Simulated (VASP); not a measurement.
A run of VASP 6.6.1 is set up as follows.

Contents of INCAR:

```
  PREC = Accurate
  ENCUT = 500
  EDIFF = 1E-6
  ISMEAR = 0
  SIGMA = 0.2
  LREAL = False
  LASPH = True
  NELM = 120
  ALGO = Normal
  ISIF = 2
  LWAVE = False
  LCHARG = False
  GGA = PE
  NBANDS = 18
  GGA_COMPAT = False
```

KPOINTS

```
regular mesh
0
Gamma
  4 4 4
```

File POSCAR:

```
Si4B
1.0
    4.1294000586      0.0000000000      0.0000000000
    0.0000000000      4.1294000586      0.0000000000
    0.0000000000      0.0000000000      4.1294000586
Si B
4 1
Direct
    0.7168505242      0.2831494758      0.7168505242
    0.2831494758      0.7168505242      0.7168505242
    0.7168505242      0.7168505242      0.2831494758
    0.2831494758      0.2831494758      0.2831494758
    0.0000000000      0.0000000000      0.0000000000
```

Potentials or basis: VASP PAW PBE potentials, release 64 (Si, B).

Command:

```bash
$ cat potpaw_PBE.64/Si/POTCAR potpaw_PBE.64/B/POTCAR > POTCAR
$ mpirun -np 1 vasp_std > vasp.out
```

Task: Estimate the largest force.

Result: 0.021 eV/Å.

Task: Estimate the pressure.

Result: 0.4 GPa.

Forces in eV/Å, atoms in the order of the input:
```
Si   0.012 -0.012  0.012
Si  -0.012  0.012  0.012
Si   0.012  0.012 -0.012
Si  -0.012 -0.012 -0.012
B    0.000  0.000  0.000
```

Caveat: the k points lie up to 0.38 Å⁻¹ apart.
